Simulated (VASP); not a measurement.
# Al2Ga3As5 in VASP: a series of runs

Runs on Al2Ga3As5. Level: PBE. Tasks: single point.

Everything below comes from runs of VASP 6.6.1. Logs are shortened: lines on timing, memory, paths and dates and some standing lists are left out, and cuts for length are marked.

### 1 The cell of the first run

The structure is tetragonal, space group I-4m2 (No. 119). Conventional cell: a = 4.058 Å, b = 4.058 Å, c = 28.693 Å, α = 90.00°, β = 90.00°, γ = 90.00°. Within 3.3 Å of Al (site symmetry 2mm) lie 4 As at 2.48 Å. Ga (site symmetry -4m2) has 4 As at 2.49 Å within 3.3 Å. Ga (site symmetry 2mm) has 4 As at 2.49 Å within 3.3 Å. Within 3.3 Å of As (site symmetry 2mm) lie 2 Al at 2.48 Å and 2 Ga at 2.49 Å. Within 3.3 Å of As (site symmetry 2mm) lie 2 Al at 2.48 Å and 2 Ga at 2.49 Å. As (site symmetry -4m2) has 4 Ga at 2.49 Å within 3.3 Å.

### 2 Single point, PBE

INCAR

```
ALGO = Normal
EDIFF = 1E-6
ENCUT = 520
GGA = PE
ISIF = 2
ISMEAR = 0
LASPH = T
LCHARG = T
LELF = T
LREAL = F
LVHAR = T
LWAVE = F
NBANDS = 46
NELM = 60
PREC = Accurate
SIGMA = 0.1
```

KPOINTS

```
k-points
0
Gamma
  4 4 4
```

POSCAR

```
Al2Ga3As5
1.0
    0.0000000000     -4.0582362000      0.0000000000
    4.0582362000      0.0000000000      0.0000000000
   -2.0291181000      2.0291181000     14.3465766000
Al Ga As
2 3 5
Direct
    0.9000570000      0.9000570000      0.8001140000
    0.0999430000      0.0999430000      0.1998860000
    0.5000000000      0.5000000000      1.0000000000
    0.6999150000      0.6999150000      0.3998300000
    0.3000850000      0.3000850000      0.6001700000
    0.4497060000      0.9497060000      0.8994120000
    0.0502940000      0.5502940000      0.1005880000
    0.6496120000      0.1496120000      0.2992240000
    0.2500000000      0.7500000000      0.5000000000
    0.8503880000      0.3503880000      0.7007760000
```

Potentials or basis: VASP PAW PBE potentials, release 64 (Al, Ga_d, As).

Run with:

```bash
cat potpaw_PBE.64/Al/POTCAR potpaw_PBE.64/Ga_d/POTCAR potpaw_PBE.64/As/POTCAR > POTCAR
mpirun -np 1 vasp_std > vasp.out
```

OUTCAR:

```text
EDIFF = 1E-6
   ENCUT = 520
   GGA = PE
   ISIF = 2
   ISMEAR = 0
   LASPH = T
   LREAL = F
   NELM = 60
   PREC = Accurate

 ion  position               nearest neighbor table
   1  0.900  0.900  0.800-   6 2.48   6 2.48  10 2.48  10 2.48
   2  0.100  0.100  0.200-   7 2.48   7 2.48   8 2.48   8 2.48
   3  0.500  0.500  0.000-   7 2.49   6 2.49   7 2.49   6 2.49
   4  0.700  0.700  0.400-   9 2.49   9 2.49   8 2.49   8 2.49
   5  0.300  0.300  0.600-   9 2.49   9 2.49  10 2.49  10 2.49
   6  0.450  0.950  0.899-   1 2.48   1 2.48   3 2.49   3 2.49
   7  0.050  0.550  0.101-   2 2.48   2 2.48   3 2.49   3 2.49
   8  0.650  0.150  0.299-   2 2.48   2 2.48   4 2.49   4 2.49
   9  0.250  0.750  0.500-   4 2.49   5 2.49   5 2.49   4 2.49
  10  0.850  0.350  0.701-   1 2.48   1 2.48   5 2.49   5 2.49

  LATTYP: Found a body centered tetragonal cell.
 ALAT       =     4.0582362000
 C/A-ratio  =     7.0703507105

  Lattice vectors:

 A1 = (  -2.0291181000,  -2.0291181000, -14.3465766000)
 A2 = (   2.0291181000,   2.0291181000, -14.3465766000)
 A3 = (   2.0291181000,  -2.0291181000,  14.3465766000)

Analysis of symmetry for initial positions (statically):
=====================================================================
 Subroutine PRICEL returns:
 Original cell was already a primitive cell.

 Routine SETGRP: Setting up the symmetry group for a
 body centered tetragonal supercell.

 Subroutine GETGRP returns: Found  8 space group operations
 (whereof  8 operations were pure point group operations)
 out of a pool of 16 trial point group operations.

The static configuration has the point symmetry D_2d.

Analysis of symmetry for dynamics (positions and initial velocities):
=====================================================================
 Subroutine PRICEL returns:
 Original cell was already a primitive cell.

 Routine SETGRP: Setting up the symmetry group for a
 body centered tetragonal supercell.

 Subroutine GETGRP returns: Found  8 space group operations
 (whereof  8 operations were pure point group operations)
 out of a pool of 16 trial point group operations.

The dynamic configuration has the point symmetry D_2d.

 Subroutine INISYM returns: Found  8 space group operations
 (whereof  8 operations are pure point group operations),
 and found     1 'primitive' translations

----------------------------------------------------------------------------------------

                                     Primitive cell

  volume of cell :     236.2778

  direct lattice vectors                    reciprocal lattice vectors
     0.000000000 -4.058236200  0.000000000     0.000000000 -0.246412469  0.034851520
     4.058236200  0.000000000  0.000000000     0.246412469  0.000000000  0.034851520
    -2.029118100  2.029118100 14.346576600     0.000000000  0.000000000  0.069703040

  length of vectors
     4.058236200  4.058236200 14.630751883     0.248864889  0.248864889  0.069703040

  position of ions in fractional coordinates (direct lattice)
     0.900057000  0.900057000  0.800114000
     0.099943000  0.099943000  0.199886000
     0.500000000  0.500000000  0.000000000
     0.699915000  0.699915000  0.399830000
     0.300085000  0.300085000  0.600170000
     0.449706000  0.949706000  0.899412000
     0.050294000  0.550294000  0.100588000
     0.649612000  0.149612000  0.299224000
     0.250000000  0.750000000  0.500000000
     0.850388000  0.350388000  0.700776000

  ion indices of the primitive-cell ions
   primitive index   ion index
                 1           1
                 2           2
                 3           3
                 4           4
                 5           5
                 6           6
                 7           7
                 8           8
                 9           9
                10          10

----------------------------------------------------------------------------------------

 KPOINTS: k-points

Automatic generation of k-mesh.
 Grid dimensions read from file:
 generate k-points for:    4    4    4

 Generating k-lattice:

  Cartesian coordinates                     Fractional coordinates (reciprocal lattice)
     0.000000000 -0.061603117  0.008712880     0.250000000  0.000000000 -0.000000000
     0.061603117  0.000000000  0.008712880     0.000000000  0.250000000 -0.000000000
     0.000000000  0.000000000  0.017425760     0.000000000  0.000000000  0.250000000

  Length of vectors
     0.062216222  0.062216222  0.017425760

  Shift w.r.t. Gamma in fractional coordinates (k-lattice)
     0.000000000  0.000000000  0.000000000

 Subroutine IBZKPT returns following result:
 ===========================================

 Found     13 irreducible k-points:

 Following reciprocal coordinates:
            Coordinates               Weight
  0.000000  0.000000  0.000000      1.000000
  0.250000  0.000000  0.000000      8.000000
  0.500000  0.000000  0.000000      4.000000
  0.250000  0.250000  0.000000      8.000000
  0.500000  0.250000  0.000000     16.000000
 -0.250000  0.250000  0.000000      4.000000
  0.500000  0.500000  0.000000      2.000000
  0.000000  0.000000  0.250000      2.000000
  0.250000  0.000000  0.250000      8.000000
  0.500000  0.000000  0.250000      4.000000
  0.250000  0.250000  0.250000      4.000000
  0.500000  0.500000  0.250000      2.000000
  0.000000  0.000000  0.500000      1.000000
   k-points           NKPTS =     13   k-points in BZ     NKDIM =     13   number of bands    NBANDS=     46
   number of dos      NEDOS =    301   number of ions     NIONS =     10
   total plane-waves  NPLWV = 100800
   dimension x,y,z NGX =    30 NGY =   30 NGZ =  112
   dimension x,y,z NGXF=    60 NGYF=   60 NGZF=  224
   ions per type =               2   3   5
   NGX,Y,Z   is equivalent  to a cutoff of  12.29, 12.29, 12.73 a.u.
   NGXF,Y,Z  is equivalent  to a cutoff of  24.58, 24.58, 25.45 a.u.
 SYSTEM =  unknown system
   PREC   = accura    normal or accurate (medium, high low for compatibility)
   ISTART =      0    job   : 0-new  1-cont  2-samecut
   ICHARG =      2    charge: 1-file 2-atom 10-const
   ISPIN  =      1    spin polarized calculation?
   LNONCOLLINEAR =      F non collinear calculations
   LSORBIT =      F    spin-orbit coupling
   LASPH  =      T    aspherical Exc in radial PAW
   ENCUT  =  520.0 eV  38.22 Ry    6.18 a.u.   7.55  7.55 27.20*2*pi/ulx,y,z
   NELM   =     60;   NELMIN=  2; NELMDL= -5     # of ELM steps
   EDIFF  = 0.1E-05   stopping-criterion for ELM
   LREAL  =      F    real-space projection
[... 7 lines left out ...]
   TEBEG  =    0.0;   TEEND  =   0.0 temperature during run
   PSTRESS=    0.0 pullay stress
   NELECT =      70.0000    total number of electrons
   NUPDOWN=      -1.0000    fix difference up-down
   EMIN   =  10.00;   EMAX   =-10.00  energy-range for DOS
   EFERMI =   0.00;   METHOD = LEGACY
   ISMEAR =     0;   SIGMA  =   0.10  broadening in eV -4-tet -1-fermi 0-gaus
   EFERMI_NEDOS =   21; number of points for ismear=-14 and -15
   IALGO  =     38    algorithm
   IMIX   =      4    mixing-type and parameters
     AMIX     =   0.40;   BMIX     =  1.00
     AMIX_MAG =   1.60;   BMIX_MAG =  1.00
  volume/ion in A,a.u.               =      23.63       159.45
  Fermi-wavevector in a.u.,A,eV,Ry     =   1.091356  2.062364 16.205334  1.191058
  Thomas-Fermi vector in A             =   2.227600
   LORBIT       =      0    0 simple, 1 ext, 2 COOP (PROOUT), +10 PAW based schemes
   GGA     = PE    functional components
   LHFCALC =     F    Hartree Fock is set to
   AEXX    =    0.0000 exact exchange contribution
   IVDW    =     0    specifies the selected vdW correction
   LEPSILON=     F    determine dielectric tensor
   LRPA    =     F    only Hartree local field effects (RPA)
 non-spin polarized calculation
 Gauss-broadening in eV      SIGMA  =   0.10
  energy-cutoff  :      520.00
  volume of cell :      236.28
 maximum number of plane-waves:      6390
   NGX = 15   NGY = 15   NGZ = 55

 number of electron      70.0000032 magnetization

 Free energy of the ion-electron system (eV)
  ---------------------------------------------------
  ext. energy  EPLUGINS =         0.00000000
  ---------------------------------------------------
  free energy    TOTEN  =       -43.34118363 eV

  energy without entropy =      -43.34118362  energy(sigma->0) =      -43.34118363

 E-fermi :   3.9111     XC(G=0):  -9.1784

 val. band max:        3.5448484250   @ k =   0.0000   0.0000   0.0000
 cond. band min:       4.2677514568   @ k =   0.0000   0.0000   0.0000
 fundamental gap:      0.7229030319
 Fermi energy:         3.9110904452

 k-point     1 :       0.0000    0.0000    0.0000
  band No.  band energies     occupation
      1     -11.1175      2.00000
      2     -11.1134      2.00000
      3     -11.0710      2.00000
      4     -11.0511      2.00000
      5     -11.0511      2.00000
      6     -11.0407      2.00000
[... 38 lines left out ...]
     45       7.4434      0.00000
     46       7.4473      0.00000

 k-point     2 :       0.2500    0.0000    0.0000
  band No.  band energies     occupation
      1     -11.1126      2.00000
      2     -11.1058      2.00000
      3     -11.0713      2.00000
      4     -11.0661      2.00000
      5     -11.0537      2.00000
      6     -11.0503      2.00000
[... 38 lines left out ...]
     45       8.2986      0.00000
     46       8.4073      0.00000

 k-point     3 :       0.5000    0.0000    0.0000
  band No.  band energies     occupation
      1     -11.1120      2.00000
      2     -11.1040      2.00000
      3     -11.0843      2.00000
      4     -11.0751      2.00000
      5     -11.0550      2.00000
      6     -11.0495      2.00000
[... 479 lines left out ...]
     45       8.4047      0.00000
     46       8.9139      0.00000

 k-point    13 :       0.0000    0.0000    0.5000
  band No.  band energies     occupation
      1     -11.1178      2.00000
      2     -11.1131      2.00000
      3     -11.0711      2.00000
      4     -11.0511      2.00000
      5     -11.0511      2.00000
      6     -11.0407      2.00000
[... 38 lines left out ...]
     45       7.0078      0.00000
     46       7.9887      0.00000

------------------------ aborting loop because EDIFF is reached ----------------------------------------

  FORCE on cell =-STRESS in cart. coord.  units (eV):
  Direction    XX          YY          ZZ          XY          YZ          ZX
  --------------------------------------------------------------------------------------
  -------------------------------------------------------------------------------------
  Total        0.8903654      0.8903654     -0.6593859      0.0000000      0.0000000     -0.0000000
  in kB        6.0374832      6.0374832     -4.4712332      0.0000000      0.0000000     -0.0000000
  external PRESSURE =       2.5345777 kB  Pullay stress =       0.0000000 kB

 VOLUME and BASIS-vectors are now :
 -----------------------------------------------------------------------------
  energy-cutoff  :      520.00
  volume of cell :      236.28
      direct lattice vectors                 reciprocal lattice vectors
     0.000000000 -4.058236200  0.000000000     0.000000000 -0.246412469  0.034851520
     4.058236200  0.000000000  0.000000000     0.246412469  0.000000000  0.034851520
    -2.029118100  2.029118100 14.346576600     0.000000000  0.000000000  0.069703040

 POSITION                                       TOTAL-FORCE (eV/Angst)
 -----------------------------------------------------------------------------------
      2.02912     -2.02912     11.47890        -0.000000     -0.000000     -0.002950
      0.00000     -0.00000      2.86768        -0.000000     -0.000000      0.002950
      2.02912     -2.02912      0.00000        -0.000000     -0.000000      0.000000
      2.02912     -2.02912      5.73619        -0.000000      0.000000      0.006386
      0.00000     -0.00000      8.61038         0.000000     -0.000000     -0.006386
      2.02912      0.00000     12.90348         0.000000     -0.000000     -0.010396
      2.02912      0.00000      1.44309        -0.000000      0.000000      0.010396
     -0.00000     -2.02912      4.29284         0.000000     -0.000000     -0.011360
      2.02912      0.00000      7.17329        -0.000000     -0.000000      0.000000
      0.00000     -2.02912     10.05374        -0.000000      0.000000      0.011360
 -----------------------------------------------------------------------------------
    total drift:                                0.000005      0.000005     -0.000000

  FREE ENERGIE OF THE ION-ELECTRON SYSTEM (eV)
  ---------------------------------------------------
  free  energy   TOTEN  =       -43.3411836283 eV

  energy  without entropy=      -43.3411836230  energy(sigma->0) =      -43.34118363
```

Run time: 4.9 min. Hardware: 1 thread of Intel Xeon 8259CL, shared host; peak memory 0.37 GiB.

What came out:

* Free energy: -43.3412 eV
* Pressure: 0.3 GPa
* Largest force: 0.011 eV/Å
* Band gap on the k mesh: 0.72 eV

Forces on the atoms (eV/Å):
```
Al   0.000  0.000 -0.003
Al   0.000  0.000  0.003
Ga   0.000  0.000  0.000
Ga   0.000  0.000  0.006
Ga   0.000  0.000 -0.006
As   0.000  0.000 -0.010
As   0.000  0.000  0.010
As   0.000  0.000 -0.011
As   0.000  0.000  0.000
As   0.000  0.000  0.011
```

Stress tensor (GPa, compression positive):
```
 0.60  0.00  0.00
 0.00  0.60  0.00
 0.00  0.00 -0.45
```

Caveat: semilocal functionals underestimate gaps, and a narrow one can read as zero. A k mesh can miss the band edges.

### 3 Single point, PBE

INCAR

```
SYSTEM = Al2Ga3As5
PREC = Accurate ; ENCUT = 520
EDIFF = 1E-6 ; ISMEAR = 0
SIGMA = 0.1 ; LREAL = .False.
LASPH = .True. ; NELM = 60
ALGO = Normal ; ISIF = 2
LWAVE = .False. ; LCHARG = .False.
GGA = PE ; NBANDS = 46
```

KPOINTS

```
Automatic mesh
0
Gamma
  4 4 4
  0 0 0
```

POSCAR

```
Al2Ga3As5
1.0
   -0.0004324048     -4.0850220446     -0.0004648168
    4.0858770440      0.0004476825      0.0000467407
   -2.0417733611      2.0398124797     14.1775568449
Al Ga As
2 3 5
Direct
    0.9000640160      0.9000029372      0.8000962505
    0.1000467026      0.0999134898      0.1998868925
    0.5000109417      0.4999413024      0.9999844805
    0.6997478132      0.6998915934      0.3997913189
    0.3001422785      0.3002003444      0.6002067873
    0.4496378140      0.9495966680      0.8992505037
    0.0503932812      0.5503580489      0.1007523731
    0.6495980505      0.1495366500      0.2990770964
    0.2498593458      0.7501006313      0.5000124555
    0.8504997563      0.3504583348      0.7009418416
```

Potentials or basis: VASP PAW PBE potentials, release 64 (Al, Ga_d, As).

Run with:

```bash
cat potpaw_PBE.64/Al/POTCAR potpaw_PBE.64/Ga_d/POTCAR potpaw_PBE.64/As/POTCAR > POTCAR
mpirun -np 1 vasp_std > vasp.out
```

Wall time 11 min (1 thread of Intel Xeon 8259CL, shared host); peak memory 0.5 GiB.

It converged, with:

- Free energy: -43.3513 eV
- Pressure: 0.1 GPa
- Band gap on the k mesh: 0.69 eV

Forces on the atoms (eV/Å):
```
Al   0.000  0.000 -0.001
Al   0.000  0.001  0.002
Ga   0.000  0.000  0.001
Ga   0.000 -0.001  0.001
Ga  -0.001  0.001 -0.002
As   0.000  0.000  0.002
As   0.000  0.000 -0.002
As   0.000  0.000 -0.001
As   0.000 -0.001  0.000
As   0.000  0.000  0.000
```

Levels at points of the mesh, in eV from the valence-band top:
| k point | band 31 | band 32 | band 33 | band 34 | band 35 | band 36 | band 37 | band 38 | band 39 | band 40 |
| --- | --- | --- | --- | --- | --- | --- | --- | --- | --- | --- |
| (0.00, 0.00, 0.00) | -1.11 | -1.11 | -0.05 | -0.05 | 0.00 | 0.69 | 1.44 | 1.54 | 2.15 | 2.23 |
| (0.50, 0.00, 0.00) | -1.16 | -1.08 | -1.04 | -1.00 | -0.91 | 1.15 | 1.89 | 2.19 | 2.66 | 2.88 |
| (0.50, 0.00, 0.50) | -1.16 | -1.08 | -1.04 | -1.00 | -0.91 | 1.15 | 1.89 | 2.19 | 2.66 | 2.88 |
| (0.00, 0.50, 0.00) | -1.16 | -1.08 | -1.03 | -1.00 | -0.91 | 1.15 | 1.89 | 2.19 | 2.67 | 2.88 |
| (0.00, 0.50, 0.50) | -1.16 | -1.08 | -1.03 | -1.00 | -0.91 | 1.15 | 1.89 | 2.20 | 2.67 | 2.88 |
| (0.50, 0.50, 0.00) | -2.65 | -2.59 | -2.59 | -2.33 | -2.32 | 1.53 | 1.76 | 2.19 | 2.30 | 2.59 |
| (0.00, 0.00, 0.50) | -1.24 | -0.48 | -0.48 | -0.39 | -0.39 | 1.38 | 1.58 | 1.69 | 1.80 | 2.26 |
| (0.50, 0.50, 0.50) | -2.65 | -2.59 | -2.58 | -2.33 | -2.32 | 1.53 | 1.76 | 2.19 | 2.30 | 2.59 |

Caveat: semilocal functionals underestimate gaps, and a narrow one can read as zero. A k mesh can miss the band edges.
